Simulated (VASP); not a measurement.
The system is Au.

```
CELL_PARAMETERS angstrom
-1.80955 1.80955 1.40663
1.80955 -1.80955 1.40663
1.80955 1.80955 -1.40663
ATOMIC_POSITIONS crystal
Au 0.50000 0.50000 0.00000
```

```yaml
Program: VASP 6.6.1
Task: relaxation of cell and atoms
Functional: PBE
Potentials_or_basis: VASP PAW PBE potentials, release 64 (Au)
Cutoff: 600 eV
k_mesh: 24 × 24 × 24
Occupations: gaussian, width 0.1 eV
Spin: no spin polarisation
```

At the start: pressure -0.8 GPa; volume 18.42 Å³/atom.

Problem. How do energy, volume and symmetry change on relaxing?

Solution. Over 11 steps the energy falls by 8.7 meV/atom and the volume is 18.10 Å³/atom (-1.8 %); space group I4/mmm (No. 139, to 0.1 Å) before and after.

The path:
```
step  energy change (eV)  largest force (eV/Å)  pressure (GPa)  volume (Å³)
   1              0.0000                0.0000           -0.76        18.42
   2             -0.0055                0.0000            0.30        18.19
   3             -0.0063                0.0000            0.83        18.08
   4             -0.0063                0.0000            1.20        18.04
   5             -0.0070                0.0000           -1.52        18.34
   6             -0.0074                0.0000           -0.47        18.22
   7             -0.0080                0.0000           -0.47        18.20
   8             -0.0084                0.0000           -0.38        18.12
   9             -0.0086                0.0000           -0.44        18.16
  10             -0.0084                0.0000            0.93        17.97
  11             -0.0087                0.0000            0.00        18.10
```

Final structure:
```xyz
1
Lattice="-1.7540 1.7540 1.4706 1.7540 -1.7540 1.4706 1.7540 1.7540 -1.4706" Properties=species:S:1:pos:R:3 pbc="T T T"
Au    0.0000    0.0000    1.4706
```
